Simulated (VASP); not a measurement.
ScAl, 2 atoms in the cell. Symmetry: Pm-3m, No. 221, cubic system. The conventional cell has a = 3.373 Å, b = 3.373 Å, c = 3.373 Å, α = 90.00°, β = 90.00°, γ = 90.00°. Sc (site symmetry m-3m) has 8 Al at 2.92 Å and 6 Sc at 3.37 Å within 3.8 Å. Within 3.8 Å of Al (site symmetry m-3m) lie 8 Sc at 2.92 Å and 6 Al at 3.37 Å. 

```yaml
Program: VASP 6.6.1
Task: elastic constants
Functional: r2SCAN
Potentials_or_basis: VASP PAW PBE potentials, release 64 (Sc_sv, Al)
Cutoff: 550 eV
k_mesh: 12 × 12 × 12
Occupations: fermi-dirac, width 0.15 eV
Spin: no spin polarisation
Dipole_correction: no
Ions_in_elastic_constants: relaxed
Further_INCAR_settings: ALGO = Normal; EDIFF = 1e-08; IBRION = 6; POTIM = 0.015; NSW = 1; ISIF = 3
```

Potentials or basis: VASP PAW PBE potentials, release 64 (Sc_sv, Al).

The run is started by

```sh
$ cat potpaw_PBE.64/Sc_sv/POTCAR potpaw_PBE.64/Al/POTCAR > POTCAR
$ mpirun -np 4 vasp_std > vasp.out
```

Hardware: 4 MPI ranks on Intel(R) Xeon(R) 6975P-C (Granite Rapids) (shared host).

Estimate the wall time of this run.

Run time: 16 min on 4 MPI ranks on Intel(R) Xeon(R) 6975P-C (Granite Rapids) (shared host), peak memory 0.52 GiB a rank. Counts: scf iterations 260, k points 84.
